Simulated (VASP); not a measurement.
# ZnS (F-43m) in VASP: further runs, part 2 of 2

VASP 6.6.1.

## 4. Relaxation of cell and atoms, PBE

This run uses another cell than the first one, of 26.03 Å³/atom, 1.290 times its volume.

File INCAR:

```
ALGO     = Normal         # electronic algorithm
EDIFF    = 1E-6           # SCF threshold, eV
EDIFFG   = -0.05          # ionic threshold
ENCUT    = 600            # plane-wave cutoff, eV
GGA      = PE             # functional
IBRION   = 2              # ionic algorithm
ISIF     = 3              # what is computed and relaxed
ISMEAR   = 0              # smearing method
LASPH    = True           # aspherical terms in the spheres
LCHARG   = False          # write CHGCAR
LREAL    = False          # projectors in reciprocal space
LWAVE    = False          # write WAVECAR
NELM     = 80             # most SCF steps
NSW      = 80             # ionic steps
PREC     = Accurate       # precision mode
SIGMA    = 0.1            # smearing width, eV
```

File KPOINTS:

```
k-points
0
Gamma
  6 6 6
```

File POSCAR:

```
ZnS
1.0
    0.0000000000      2.9635690125      2.9635690125
    2.9635690125      0.0000000000      2.9635690125
    2.9635690125      2.9635690125      0.0000000000
Zn S
1 1
Direct
    0.0000000000      0.0000000000      0.0000000000
    0.2500000000      0.2500000000      0.2500000000
```

Potentials or basis: VASP PAW PBE potentials, release 64 (Zn, S).

The run is started by

```console
$ cat potpaw_PBE.64/Zn/POTCAR potpaw_PBE.64/S/POTCAR > POTCAR
$ mpirun -np 1 vasp_std > vasp.out
```

OUTCAR:

```text
EDIFF = 1E-6
   EDIFFG = -0.05
   ENCUT = 600
   GGA = PE
   IBRION = 2
   ISIF = 3
   ISMEAR = 0
   LASPH = True
   LREAL = False
   NELM = 80
   NSW = 80
   PREC = Accurate

 ion  position               nearest neighbor table
   1  0.000  0.000  0.000-   2 2.57   2 2.57   2 2.57   2 2.57
   2  0.250  0.250  0.250-   1 2.57   1 2.57   1 2.57   1 2.57

  LATTYP: Found a face centered cubic cell.
 ALAT       =     5.9271380250

  Lattice vectors:

 A1 = (   0.0000000000,   2.9635690125,   2.9635690125)
 A2 = (   2.9635690125,   0.0000000000,   2.9635690125)
 A3 = (   2.9635690125,   2.9635690125,   0.0000000000)

Analysis of symmetry for initial positions (statically):
=====================================================================
 Subroutine PRICEL returns:
 Original cell was already a primitive cell.

 Routine SETGRP: Setting up the symmetry group for a
 face centered cubic supercell.

 Subroutine GETGRP returns: Found 24 space group operations
 (whereof 24 operations were pure point group operations)
 out of a pool of 48 trial point group operations.

The static configuration has the point symmetry T_d .

Analysis of symmetry for dynamics (positions and initial velocities):
=====================================================================
 Subroutine PRICEL returns:
 Original cell was already a primitive cell.
[... 145 lines left out ...]
  ext. energy  EPLUGINS =         0.00000000
  ---------------------------------------------------
  free energy    TOTEN  =        -6.39441043 eV

  energy without entropy =       -6.39441043  energy(sigma->0) =       -6.39441043

------------------------ aborting loop because EDIFF is reached ----------------------------------------

  FORCE on cell =-STRESS in cart. coord.  units (eV):
  Direction    XX          YY          ZZ          XY          YZ          ZX
  --------------------------------------------------------------------------------------
  -------------------------------------------------------------------------------------
  Total       -3.2415233     -3.2415233     -3.2415233      0.0000000     -0.0000000     -0.0000000
  in kB      -99.7664694    -99.7664694    -99.7664694      0.0000000     -0.0000000     -0.0000000
  external PRESSURE =     -99.7664694 kB  Pullay stress =       0.0000000 kB
[... 59 lines left out ...]
--------------------------------------- Ionic step        3  -------------------------------------------

 number of electron      17.9999996 magnetization

 Free energy of the ion-electron system (eV)
  ---------------------------------------------------
  ext. energy  EPLUGINS =         0.00000000
  ---------------------------------------------------
  free energy    TOTEN  =        -6.85096868 eV

  energy without entropy =       -6.85096868  energy(sigma->0) =       -6.85096868

 E-fermi :   2.2727     XC(G=0):  -9.5011

 val. band max:        1.8589201646   @ k =   0.0000   0.0000   0.0000
 cond. band min:       3.8542938004   @ k =   0.0000   0.0000   0.0000
 fundamental gap:      1.9953736359
 Fermi energy:         2.2727497679

 k-point     1 :       0.0000    0.0000    0.0000
  band No.  band energies     occupation
      1     -11.0948      2.00000
      2      -4.3780      2.00000
      3      -4.3780      2.00000
      4      -4.3780      2.00000
      5      -3.9120      2.00000
      6      -3.9120      2.00000
      7       1.8589      2.00000
      8       1.8589      2.00000
      9       1.8589      2.00000
     10       3.8543      0.00000
     11       8.2708      0.00000
     12       8.2708      0.00000
     13       8.2708      0.00000
[... 267 lines left out ...]
  FREE ENERGIE OF THE ION-ELECTRON SYSTEM (eV)
  ---------------------------------------------------
  free  energy   TOTEN  =        -6.8509686827 eV

  energy  without entropy=       -6.8509686827  energy(sigma->0) =       -6.85096868

 reached required accuracy - stopping structural energy minimisation
```

OSZICAR:

```text
N       E                     dE             d eps       ncg     rms          rms(c)
DAV:   1     0.932361833959E+02    0.93236E+02   -0.96243E+03   416   0.166E+03
DAV:   2     0.802365454489E+00   -0.92434E+02   -0.88435E+02   436   0.292E+02
DAV:   3    -0.676885088547E+01   -0.75712E+01   -0.75055E+01   501   0.787E+01
[... 25 lines left out ...]
DAV:   2    -0.685175648794E+01    0.54387E-02   -0.19681E-02   496   0.444E+00    0.218E-01
DAV:   3    -0.685113490412E+01    0.62158E-03   -0.75304E-04   426   0.279E-01    0.978E-02
DAV:   4    -0.685099186850E+01    0.14304E-03   -0.80451E-05   497   0.146E-01    0.509E-02
DAV:   5    -0.685096866672E+01    0.23202E-04   -0.23914E-05   624   0.104E-01    0.964E-03
DAV:   6    -0.685096868269E+01   -0.15967E-07   -0.77175E-06   426   0.369E-02
   3 F= -.68509687E+01 E0= -.68509687E+01  d E =-.456558E+00
```

CONTCAR:

```text
ZnS
   1.00000000000000
     0.0000000000000000    2.7266415428906425    2.7266415428906425
     2.7266415428906425    0.0000000000000000    2.7266415428906425
     2.7266415428906425    2.7266415428906425   -0.0000000000000000
  Zn              S
     1     1
Direct
     0.0000000000000000    0.0000000000000000    0.0000000000000000
     0.2500000000000000    0.2500000000000000    0.2500000000000000

  0.00000000E+00  0.00000000E+00  0.00000000E+00
  0.00000000E+00  0.00000000E+00  0.00000000E+00
```

Run time: 57 s. Hardware: 1 thread of Intel Xeon 8259CL, shared host; peak memory 0.22 GiB.

Results:

```yaml
Free_energy: -6.8510 eV
Relaxed_volume: 20.27 Å³/atom
Relaxed_cell: a = 3.856 Å, b = 3.856 Å, c = 3.856 Å, α = 60.00°, β = 60.00°, γ = 60.00°
Space_group_after_relaxing_to_0.05_Å: F-43m (No. 216)
Energy_gained_by_relaxing: 228.3 meV/atom
Ionic_steps: 3
Pressure_after_relaxing: -0.2 GPa
Band_gap_on_the_k_mesh: 2.00 eV, direct
```

The path:
| step | energy change (eV) | largest force (eV/Å) | pressure (GPa) | volume (Å³) |
| --- | --- | --- | --- | --- |
| 1 | 0.0000 | 0.0000 | -9.98 | 52.06 |
| 2 | -0.4560 | 0.0000 | -0.42 | 40.78 |
| 3 | -0.4566 | 0.0000 | -0.23 | 40.54 |

Final structure:
```xyz
2
Lattice="0.0000 2.7266 2.7266 2.7266 0.0000 2.7266 2.7266 2.7266 0.0000" Properties=species:S:1:pos:R:3 pbc="T T T"
Zn    0.0000    0.0000    0.0000
S     1.3633    1.3633    1.3633
```

Caveat: the volume moved by over 15 % at a fixed basis, so the end points are rough.

## 5. Summary

| task | cell | cutoff (eV) | gap on the mesh (eV) | pressure (GPa) |
| --- | --- | --- | --- | --- |
| single point | a = 3.850 Å, angles 60.0°, 2 atoms | 520 | 2.01 | 0.1 |
| single point | a = 4.191 Å, angles 60.0°, 2 atoms | 520 | 1.00 | -10.0 |
| relaxation of cell and atoms | relaxed from a = 4.191 Å, angles 60.0°, 2 atoms | 600 | 2.00 | -0.2 |

Alike in all rows: level PBE; potentials or basis VASP PAW PBE potentials, release 64 (Zn, S); no spin polarisation; k mesh 6 × 6 × 6; smearing gaussian 0.1 eV.

Caveats: the volume moved by over 15 % at a fixed basis, so the end points are rough (some runs).

Total energies depend on the potentials used, so only differences within one code and one set of settings carry meaning.
